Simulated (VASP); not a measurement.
# LiF in VASP: further runs

Runs on LiF. Level: PBE. Tasks: single point.

Program: VASP 6.6.1. These are calculated values, not measurements. Logs are shortened: lines on timing, memory, paths and dates and some standing lists are left out, and cuts for length are marked.

**1. The cell of the first run**

It takes space group Fm-3m (No. 225, cubic). Conventional cell: a = 4.068 Å, b = 4.068 Å, c = 4.068 Å, α = 90.00°, β = 90.00°, γ = 90.00°. Li (site symmetry m-3m) has 6 F at 2.03 Å within 2.7 Å. F (site symmetry m-3m) has 6 Li at 2.03 Å within 2.7 Å.

The cell was generated, and may not be a known phase.

**2. Single point, PBE**

INCAR

```
  ALGO = Normal
  EDIFF = 1E-7
  ENCUT = 520
  GGA = PE
  ISIF = 2
  ISMEAR = 0
  LASPH = True
  LCHARG = True
  LELF = True
  LREAL = False
  LVHAR = True
  LWAVE = False
  NBANDS = 12
  NELM = 80
  PREC = Accurate
  SIGMA = 0.02
```

KPOINTS

```
k-points
0
Gamma
  10 10 10
```

POSCAR

```
LiF
1.0
    0.0000000000      2.0337929511      2.0337929511
    2.0337929511      0.0000000000      2.0337929511
    2.0337929511      2.0337929511      0.0000000000
Li F
1 1
Direct
    0.0000000000      0.0000000000      0.0000000000
    0.5000000000      0.5000000000      0.5000000000
```

Potentials or basis: VASP PAW PBE potentials, release 64 (Li_sv, F).

Command:

```
$ cat potpaw_PBE.64/Li_sv/POTCAR potpaw_PBE.64/F/POTCAR > POTCAR
$ mpirun -np 1 vasp_std > vasp.out
```

OUTCAR:

```text
EDIFF = 1E-7
   ENCUT = 520
   GGA = PE
   ISIF = 2
   ISMEAR = 0
   LASPH = True
   LREAL = False
   NELM = 80
   PREC = Accurate

 ion  position               nearest neighbor table
   1  0.000  0.000  0.000-   2 2.03   2 2.03   2 2.03   2 2.03   2 2.03   2 2.03
   2  0.500  0.500  0.500-   1 2.03   1 2.03   1 2.03   1 2.03   1 2.03   1 2.03

  LATTYP: Found a face centered cubic cell.
 ALAT       =     4.0675859022

  Lattice vectors:

 A1 = (   0.0000000000,   2.0337929511,   2.0337929511)
 A2 = (   2.0337929511,   0.0000000000,   2.0337929511)
 A3 = (   2.0337929511,   2.0337929511,   0.0000000000)

Analysis of symmetry for initial positions (statically):
=====================================================================
 Subroutine PRICEL returns:
 Original cell was already a primitive cell.

 Routine SETGRP: Setting up the symmetry group for a
 face centered cubic supercell.

 Subroutine GETGRP returns: Found 48 space group operations
 (whereof 48 operations were pure point group operations)
 out of a pool of 48 trial point group operations.

The static configuration has the point symmetry O_h .

Analysis of symmetry for dynamics (positions and initial velocities):
=====================================================================
 Subroutine PRICEL returns:
 Original cell was already a primitive cell.

 Routine SETGRP: Setting up the symmetry group for a
 face centered cubic supercell.

 Subroutine GETGRP returns: Found 48 space group operations
 (whereof 48 operations were pure point group operations)
 out of a pool of 48 trial point group operations.

The dynamic configuration has the point symmetry O_h .

 Subroutine INISYM returns: Found 48 space group operations
 (whereof 48 operations are pure point group operations),
 and found     1 'primitive' translations

----------------------------------------------------------------------------------------

                                     Primitive cell

  volume of cell :      16.8248

  direct lattice vectors                    reciprocal lattice vectors
     0.000000000  2.033792951  2.033792951    -0.245846068  0.245846068  0.245846068
     2.033792951  0.000000000  2.033792951     0.245846068 -0.245846068  0.245846068
     2.033792951  2.033792951  0.000000000     0.245846068  0.245846068 -0.245846068

  length of vectors
     2.876217575  2.876217575  2.876217575     0.425817880  0.425817880  0.425817880

  position of ions in fractional coordinates (direct lattice)
     0.000000000  0.000000000  0.000000000
     0.500000000  0.500000000  0.500000000

  ion indices of the primitive-cell ions
   primitive index   ion index
                 1           1
                 2           2

----------------------------------------------------------------------------------------

 KPOINTS: k-points

Automatic generation of k-mesh.
 Grid dimensions read from file:
 generate k-points for:   10   10   10

 Generating k-lattice:

  Cartesian coordinates                     Fractional coordinates (reciprocal lattice)
    -0.024584607  0.024584607  0.024584607     0.100000000  0.000000000  0.000000000
     0.024584607 -0.024584607  0.024584607     0.000000000  0.100000000  0.000000000
     0.024584607  0.024584607 -0.024584607     0.000000000  0.000000000  0.100000000

  Length of vectors
     0.042581788  0.042581788  0.042581788

  Shift w.r.t. Gamma in fractional coordinates (k-lattice)
     0.000000000  0.000000000  0.000000000

 Subroutine IBZKPT returns following result:
 ===========================================

 Found     47 irreducible k-points:

 Following reciprocal coordinates:
            Coordinates               Weight
  0.000000  0.000000  0.000000      1.000000
  0.100000  0.000000  0.000000      8.000000
  0.200000  0.000000  0.000000      8.000000
  0.300000  0.000000  0.000000      8.000000
  0.400000  0.000000  0.000000      8.000000
  0.500000  0.000000  0.000000      4.000000
[... 16 lines left out ...]
  0.300000  0.300000  0.000000      6.000000
  0.400000  0.300000  0.000000     24.000000
 [... further k-points ...]
   k-points           NKPTS =     47   k-points in BZ     NKDIM =     47   number of bands    NBANDS=     12
   number of dos      NEDOS =    301   number of ions     NIONS =      2
   total plane-waves  NPLWV =  13824
   dimension x,y,z NGX =    24 NGY =   24 NGZ =   24
   dimension x,y,z NGXF=    48 NGYF=   48 NGZF=   48
   ions per type =               1   1
   NGX,Y,Z   is equivalent  to a cutoff of  13.87, 13.87, 13.87 a.u.
   NGXF,Y,Z  is equivalent  to a cutoff of  27.74, 27.74, 27.74 a.u.
 SYSTEM =  unknown system
   PREC   = accura    normal or accurate (medium, high low for compatibility)
   ISTART =      0    job   : 0-new  1-cont  2-samecut
   ICHARG =      2    charge: 1-file 2-atom 10-const
   ISPIN  =      1    spin polarized calculation?
   LNONCOLLINEAR =      F non collinear calculations
   LSORBIT =      F    spin-orbit coupling
   LASPH  =      T    aspherical Exc in radial PAW
   ENCUT  =  520.0 eV  38.22 Ry    6.18 a.u.   5.35  5.35  5.35*2*pi/ulx,y,z
   NELM   =     80;   NELMIN=  2; NELMDL= -5     # of ELM steps
   EDIFF  = 0.1E-06   stopping-criterion for ELM
   LREAL  =      F    real-space projection
   EDIFFG = 0.1E-05   stopping-criterion for IOM
   NSW    =      0    number of steps for IOM
   IBRION =     -1    ionic relax: 0-MD 1-quasi-New 2-CG
   NFREE  =      0    steps in history (QN), initial steepest desc. (CG)
   ISIF   =      2    stress and relaxation
   ISYM   =      2    0-nonsym 1-usesym 2-fastsym
   POTIM  = 0.5000    time-step for ionic-motion
   TEBEG  =    0.0;   TEEND  =   0.0 temperature during run
   PSTRESS=    0.0 pullay stress
   NELECT =      10.0000    total number of electrons
   NUPDOWN=      -1.0000    fix difference up-down
   EMIN   =  10.00;   EMAX   =-10.00  energy-range for DOS
   EFERMI =   0.00;   METHOD = LEGACY
   ISMEAR =     0;   SIGMA  =   0.02  broadening in eV -4-tet -1-fermi 0-gaus
   EFERMI_NEDOS =   21; number of points for ismear=-14 and -15
   IALGO  =     38    algorithm
   IMIX   =      4    mixing-type and parameters
     AMIX     =   0.40;   BMIX     =  1.00
     AMIX_MAG =   1.60;   BMIX_MAG =  1.00
  volume/ion in A,a.u.               =       8.41        56.77
  Fermi-wavevector in a.u.,A,eV,Ry     =   1.376443  2.601099 25.777518  1.894594
  Thomas-Fermi vector in A             =   2.501687
   LORBIT       =      0    0 simple, 1 ext, 2 COOP (PROOUT), +10 PAW based schemes
   GGA     = PE    functional components
   LHFCALC =     F    Hartree Fock is set to
   AEXX    =    0.0000 exact exchange contribution
   IVDW    =     0    specifies the selected vdW correction
   LEPSILON=     F    determine dielectric tensor
   LRPA    =     F    only Hartree local field effects (RPA)
 non-spin polarized calculation
 Gauss-broadening in eV      SIGMA  =   0.02
  energy-cutoff  :      520.00
  volume of cell :       16.82
 maximum number of plane-waves:       465
 NGX is ok and might be reduce to    24
   NGX = 11   NGY = 11   NGZ = 11

 number of electron      10.0000000 magnetization

 number of electron       9.9999992 magnetization

 Free energy of the ion-electron system (eV)
  ---------------------------------------------------
  ext. energy  EPLUGINS =         0.00000000
  ---------------------------------------------------
  free energy    TOTEN  =        -9.64091644 eV

  energy without entropy =       -9.64091644  energy(sigma->0) =       -9.64091644

 E-fermi :  -1.0531     XC(G=0):  -9.8404

 val. band max:       -1.1926475862   @ k =   0.0000   0.0000   0.0000
 cond. band min:       7.6389143151   @ k =   0.0000   0.0000   0.0000
 fundamental gap:      8.8315619013
 Fermi energy:        -1.0531432109

 k-point     1 :       0.0000    0.0000    0.0000
  band No.  band energies     occupation
      1     -42.1809      2.00000
      2     -21.0876      2.00000
      3      -1.1927      2.00000
      4      -1.1926      2.00000
      5      -1.1926      2.00000
      6       7.6389      0.00000
      7      22.3877      0.00000
      8      22.3877      0.00000
      9      22.3877      0.00000
     10      22.8423      0.00000
     11      22.8423      0.00000
     12      22.8423      0.00000

 k-point     2 :       0.1000    0.0000    0.0000
  band No.  band energies     occupation
      1     -42.1759      2.00000
      2     -21.0504      2.00000
      3      -1.4716      2.00000
      4      -1.2146      2.00000
      5      -1.2146      2.00000
      6       7.9332      0.00000
      7      19.8078      0.00000
      8      21.1899      0.00000
      9      21.1899      0.00000
     10      23.8472      0.00000
     11      23.8472      0.00000
     12      23.8517      0.00000

 k-point     3 :       0.2000    0.0000    0.0000
  band No.  band energies     occupation
      1     -42.1631      2.00000
      2     -20.9517      2.00000
      3      -2.1387      2.00000
      4      -1.2709      2.00000
      5      -1.2709      2.00000
      6       8.5912      0.00000
      7      17.3654      0.00000
      8      19.7337      0.00000
      9      19.7337      0.00000
     10      24.7905      0.00000
     11      25.1760      0.00000
     12      25.1760      0.00000

 k-point     4 :       0.3000    0.0000    0.0000
  band No.  band energies     occupation
      1     -42.1472      2.00000
      2     -20.8241      2.00000
      3      -2.8749      2.00000
      4      -1.3382      2.00000
      5      -1.3382      2.00000
      6       9.1727      0.00000
      7      15.8695      0.00000
      8      18.5201      0.00000
      9      18.5201      0.00000
     10      26.1046      0.00000
     11      26.8178      0.00000
     12      26.8179      0.00000

 k-point     5 :       0.4000    0.0000    0.0000
  band No.  band energies     occupation
      1     -42.1344      2.00000
      2     -20.7175      2.00000
      3      -3.4220      2.00000
      4      -1.3909      2.00000
      5      -1.3909      2.00000
      6       9.4038      0.00000
      7      15.2933      0.00000
      8      17.7369      0.00000
      9      17.7369      0.00000
     10      27.6357      0.00000
     11      28.4955      0.00000
     12      28.4955      0.00000
[... 228 lines left out ...]
      1     -42.1302      2.00000
      2     -20.6549      2.00000
      3      -3.1217      2.00000
      4      -2.2936      2.00000
      5      -1.4250      2.00000
      6      10.5319      0.00000
      7      14.4727      0.00000
      8      17.8772      0.00000
      9      17.9580      0.00000
     10      27.2432      0.00000
     11      27.5211      0.00000
     12      27.7731      0.00000

 k-point    22 :      -0.2000    0.2000    0.0000
  band No.  band energies     occupation
      1     -42.1421      2.00000
      2     -20.7682      2.00000
      3      -2.7418      2.00000
      4      -2.0187      2.00000
      5      -1.2973      2.00000
      6       9.8491      0.00000
      7      15.2662      0.00000
      8      18.2812      0.00000
      9      18.5214      0.00000
     10      25.7275      0.00000
     11      26.0172      0.00000
     12      28.4776      0.00000

 k-point    23 :       0.3000    0.3000    0.0000
  band No.  band energies     occupation
      1     -42.1375      2.00000
      2     -20.6933      2.00000
      3      -3.0249      2.00000
      4      -1.8261      2.00000
      5      -1.8261      2.00000
      6      10.7917      0.00000
      7      16.5711      0.00000
      8      17.5501      0.00000
      9      18.8955      0.00000
     10      18.8955      0.00000
     11      32.6013      0.00000
     12      32.9037      0.00000

 k-point    24 :       0.4000    0.3000    0.0000
  band No.  band energies     occupation
      1     -42.1279      2.00000
      2     -20.5903      2.00000
      3      -3.4206      2.00000
      4      -2.0274      2.00000
      5      -1.9202      2.00000
      6      11.6167      0.00000
      7      15.4133      0.00000
      8      17.0352      0.00000
      9      18.6466      0.00000
     10      19.7100      0.00000
     11      32.0600      0.00000
     12      33.2005      0.00000

 [... further k-points ...]

------------------------ aborting loop because EDIFF is reached ----------------------------------------

  FORCE on cell =-STRESS in cart. coord.  units (eV):
  Direction    XX          YY          ZZ          XY          YZ          ZX
  --------------------------------------------------------------------------------------
  -------------------------------------------------------------------------------------
  Total       -0.0441043     -0.0441043     -0.0441043      0.0000000      0.0000000     -0.0000000
  in kB       -4.1999235     -4.1999235     -4.1999235      0.0000000      0.0000000     -0.0000000
  external PRESSURE =      -4.1999235 kB  Pullay stress =       0.0000000 kB

 VOLUME and BASIS-vectors are now :
 -----------------------------------------------------------------------------
  energy-cutoff  :      520.00
  volume of cell :       16.82
      direct lattice vectors                 reciprocal lattice vectors
     0.000000000  2.033792951  2.033792951    -0.245846068  0.245846068  0.245846068
     2.033792951  0.000000000  2.033792951     0.245846068 -0.245846068  0.245846068
     2.033792951  2.033792951  0.000000000     0.245846068  0.245846068 -0.245846068

 POSITION                                       TOTAL-FORCE (eV/Angst)
 -----------------------------------------------------------------------------------
      0.00000      0.00000      0.00000        -0.000000     -0.000000      0.000000
      2.03379      2.03379      2.03379         0.000000      0.000000     -0.000000
 -----------------------------------------------------------------------------------
    total drift:                               -0.000000     -0.000000      0.000000

  FREE ENERGIE OF THE ION-ELECTRON SYSTEM (eV)
  ---------------------------------------------------
  free  energy   TOTEN  =        -9.6409164427 eV

  energy  without entropy=       -9.6409164427  energy(sigma->0) =       -9.64091644
```

It took 6.3 s on 1 thread of Intel Xeon Platinum 8488C (Sapphire Rapids), shared host; peak memory 0.13 GiB.

What came out:

* Free energy: -9.6409 eV
* Band gap on the k mesh: 8.83 eV

Caveat: the cutoff is under 1.25 times the usual one of these potentials, so pressure, stress and relaxed cells hold a basis-set (Pulay) error.

**3. Single point, PBE**

INCAR

```
SYSTEM = LiF
  ALGO = Normal
  EDIFF = 1E-6
  ENCUT = 520
  GGA = PE
  ISIF = 2
  ISMEAR = 0
  LASPH = .True.
  LCHARG = .False.
  LREAL = .False.
  LWAVE = .False.
  NBANDS = 12
  NELM = 60
  PREC = Accurate
  SIGMA = 0.02
```

KPOINTS

```
k-points
0
Gamma
  10 10 10
  0 0 0
```

POSCAR is that of step 2.

Potentials or basis: VASP PAW PBE potentials, release 64 (Li_sv, F).

Command:

```
$ cat potpaw_PBE.64/Li_sv/POTCAR potpaw_PBE.64/F/POTCAR > POTCAR
$ mpirun -np 1 vasp_std > vasp.out
```

It took 6.2 s on 1 thread of Intel Xeon Platinum 8488C (Sapphire Rapids), shared host; peak memory 0.13 GiB.

The run converged. Its results:

```yaml
Free_energy: -9.6409 eV
Band_gap_on_the_k_mesh: 8.83 eV
```

Levels at points of the mesh, in eV from the valence-band top:
```tsv
k point	band 2	band 3	band 4	band 5	band 6	band 7	band 8	band 9
(0.00, 0.00, 0.00)	-19.89	0.00	0.00	0.00	8.83	23.58	23.58	23.58
(0.50, 0.00, 0.00)	-19.48	-2.43	-0.22	-0.22	10.62	16.39	18.66	18.66
(0.50, 0.50, 0.00)	-19.24	-2.88	-0.96	-0.96	14.54	16.33	17.10	19.89
```

Caveat: the cutoff is under 1.25 times the usual one of these potentials, so pressure, stress and relaxed cells hold a basis-set (Pulay) error.

**4. Single point, PBE**

INCAR

```
SYSTEM = LiF
  PREC = Accurate
  ENCUT = 520
  EDIFF = 1E-6
  ISMEAR = 0
  SIGMA = 0.1
  LREAL = .FALSE.
  LASPH = .TRUE.
  NELM = 80
  ALGO = Normal
  ISIF = 2
  LWAVE = .FALSE.
  LCHARG = .FALSE.
  GGA = PE
  NBANDS = 12
```

KPOINTS

```
Automatic mesh
0
G
  10 10 10
  0 0 0
```

POSCAR

```
LiF
1.0
   -1.4371271000      1.4371271000      2.0365695821
    1.4371271000     -1.4371271000      2.0365695821
    1.4371271000      1.4371271000     -2.0365695821
Li F
1 1
Direct
    0.2500074205      0.2500074205      0.0000000000
    0.7499925795      0.7499925795      0.0000000000
```

Command:

```
$ cat potpaw_PBE.64/Li_sv/POTCAR potpaw_PBE.64/F/POTCAR > POTCAR
$ mpirun -np 1 vasp_std > vasp.out
```

It took 13 s on 1 thread of Intel Xeon Platinum 8488C (Sapphire Rapids), shared host; peak memory 0.14 GiB.

Results (log left out):

```
Free energy            : -9.6409 eV
Band gap on the k mesh : 8.83 eV
```

Levels at points of the mesh, in eV from the valence-band top:
| k point | band 2 | band 3 | band 4 | band 5 | band 6 | band 7 | band 8 | band 9 |
| --- | --- | --- | --- | --- | --- | --- | --- | --- |
| (0.00, 0.00, 0.00) | -19.90 | 0.00 | 0.00 | 0.00 | 8.83 | 23.55 | 23.59 | 23.59 |
| (0.50, 0.00, 0.00) | -19.49 | -2.43 | -0.22 | -0.22 | 10.62 | 16.39 | 18.64 | 18.68 |
| (0.50, 0.50, 0.00) | -19.24 | -2.88 | -0.97 | -0.95 | 14.55 | 16.32 | 17.09 | 19.86 |
| (0.50, 0.50, 0.50) | -19.24 | -2.89 | -0.95 | -0.95 | 14.51 | 16.35 | 17.09 | 19.91 |

Caveat: the cutoff is under 1.25 times the usual one of these potentials, so pressure, stress and relaxed cells hold a basis-set (Pulay) error. A k mesh can miss the band edges.
